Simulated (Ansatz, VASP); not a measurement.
## One calculation of Os, two programs

INCAR

```
PREC = Accurate ; ENCUT = 560
EDIFF = 1E-6 ; ISMEAR = -1
SIGMA = 0.08 ; LREAL = False
LASPH = True ; NELM = 120
ALGO = Normal ; ISIF = 2
LWAVE = False ; LCHARG = True
GGA = PE ; LELF = True
LVHAR = True ; NBANDS = 23
GGA_COMPAT = False
```

Contents of KPOINTS:

```
regular mesh
0
Gamma
  18 18 10
```

POSCAR

```
Os
1.0
    2.5034327403      0.0000000000      0.0000000000
   -1.2517163702      2.1680363497      0.0000000000
    0.0000000000      0.0000000000      3.9990592224
Os
2
Direct
    0.3333333333      0.6666666667      0.2500000000
    0.6666666667      0.3333333333      0.7500000000
```

Input for Ansatz:

```yaml
crystal:
  lattice:
    - [2.5034327403, 0.0, 0.0]
    - [-1.2517163702, 2.1680363497, 0.0]
    - [0.0, 0.0, 3.9990592224]
  atoms:
    - { symbol: Os, position: [0.3333333333, 0.6666666667, 0.25] }
    - { symbol: Os, position: [0.6666666667, 0.3333333333, 0.75] }
kpoints:
  mp_grid: { grid: [18, 18, 10] }
scf:
  occupations: { method: fermi_dirac, width: 0.08 }
hamiltonian:
  xc: pbe
  pseudopotentials: { kind: paw }
output:
  forces: true
  stress: true
  eigenvalues: true
  populations: true
```

Change from the starting cell: volume scaled by 0.76, PAW files.

Alike in both runs: task single point; functional PBE; k mesh 18 × 18 × 10; occupations fermi-dirac, width 0.08 eV; no spin polarisation.

```csv
,VASP,Ansatz
version,VASP 6.6.1,Ansatz 0.2.0
potentials or method,"VASP PAW PBE potentials, release 64 (Os_sv_GW)","PAW with Ansatz's default frozen-core files, scalar-relativistic"
plane-wave cutoff (eV),560,420
valence electrons in the cell,32,32
```

```tsv
	VASP	Ansatz	Ansatz less VASP
pressure (GPa)	207.2	206.4	-0.79
traceless stress, the component that is largest in VASP (GPa)	0.15	-0.01	-0.158
```

Both programs put the cell under a high pressure, so it lies far from rest at this level. The functional is the same, so the differences come from potentials, cutoffs and numerics.

Spin-orbit coupling is off throughout. Noted on VASP's run: the cell as given lies far from equilibrium.
